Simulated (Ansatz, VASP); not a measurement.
TaN: VASP beside Ansatz

The input INCAR:

```
SYSTEM = TaN
PREC     = Accurate       ! precision mode
ENCUT    = 520            ! plane-wave cutoff, eV
EDIFF    = 1E-6           ! SCF threshold, eV
ISMEAR   = 0              ! smearing method
SIGMA    = 0.15           ! smearing width, eV
LREAL    = .FALSE.        ! projectors in reciprocal space
LASPH    = .TRUE.         ! aspherical terms in the spheres
NELM     = 100            ! most SCF steps
ALGO     = Normal         ! electronic algorithm
ISIF     = 2              ! what is computed and relaxed
LWAVE    = .FALSE.        ! write WAVECAR
LCHARG   = .FALSE.        ! write CHGCAR
GGA      = PS             ! functional
NBANDS   = 42             ! bands
```

The input KPOINTS:

```
regular mesh
0
G
  15 15 5
  0 0 0
```

Contents of POSCAR:

```
TaN
1.0
    1.4619341542     -2.5321442324      0.0000000000
    0.0000000000      0.0000000000     -2.8704762697
    9.6376303292      5.5642884649      0.0000000000
Ta N
4 4
Direct
    0.5000000000      0.5000000000      0.8343113158
    0.0000000000      0.5000000000      0.1517053775
    0.5000000000      0.5000000000      0.3792406903
    0.0000000000      0.5000000000      0.6067760031
    0.5000000000      0.0000000000      0.0758602733
    0.0000000000      0.0000000000      0.3033955861
    0.5000000000      0.0000000000      0.5309308988
    0.0000000000      0.0000000000      0.7584662116
```

Input for Ansatz:

```yaml
crystal:
  lattice:
    - [1.4619341542, -2.5321442324, 0.0]
    - [0.0, 0.0, -2.8704762697]
    - [9.6376303292, 5.5642884649, 0.0]
  atoms:
    - { symbol: Ta, position: [0.5, 0.5, 0.8343113158] }
    - { symbol: Ta, position: [0.0, 0.5, 0.1517053775] }
    - { symbol: Ta, position: [0.5, 0.5, 0.3792406903] }
    - { symbol: Ta, position: [0.0, 0.5, 0.6067760031] }
    - { symbol: "N", position: [0.5, 0.0, 0.0758602733] }
    - { symbol: "N", position: [0.0, 0.0, 0.3033955861] }
    - { symbol: "N", position: [0.5, 0.0, 0.5309308988] }
    - { symbol: "N", position: [0.0, 0.0, 0.7584662116] }
basis:
  ecutwfc: 520.0
kpoints:
  mp_grid: { grid: [15, 15, 5] }
hamiltonian:
  xc: pbesol
  pseudopotentials: { kind: paw, azcp: { folder: soft_1 } }
scf:
  occupations: { method: gaussian, width: 0.15 }
output:
  forces: true
  stress: true
  eigenvalues: true
```

Alike in both runs: task single point; functional PBEsol; k mesh 15 × 15 × 5; occupations gaussian, width 0.15 eV; no spin polarisation.

|  | VASP | Ansatz |
| --- | --- | --- |
| version | VASP 6.6.1 | Ansatz 0.2.0 |
| potentials or method | VASP PAW PBE potentials, release 64 (Ta_pv, N), cutoff 520 eV | scalar-relativistic, plane waves, PAW |
| valence electrons in the cell | 64 | 72 |

|  | VASP | Ansatz | Ansatz less VASP |
| --- | --- | --- | --- |
| gap on the k mesh at the Fermi level (eV) | none | none | - |
| pressure (GPa) | -8.7 | -9.4 | -0.74 |
| traceless stress, the component that is largest in VASP (GPa) | 4.68 | 4.52 | -0.161 |
| rms of the force components (eV/Å) | 0.682 | 0.681 | -0.0019 |

VASP's potentials were made for PBE, not for PBEsol, and Ansatz warns of the same on its side. Atom by atom the forces differ by 0.014 eV/Å (rms over components). A gap of «none» marks a metal or a gap that the smearing closes. The functional is the same, so the differences come from potentials, cutoffs and numerics. VASP's potentials hold 64 valence electrons a cell and Ansatz's 72, so a difference there can come from the potentials and not from the codes.

Spin-orbit coupling is off throughout.
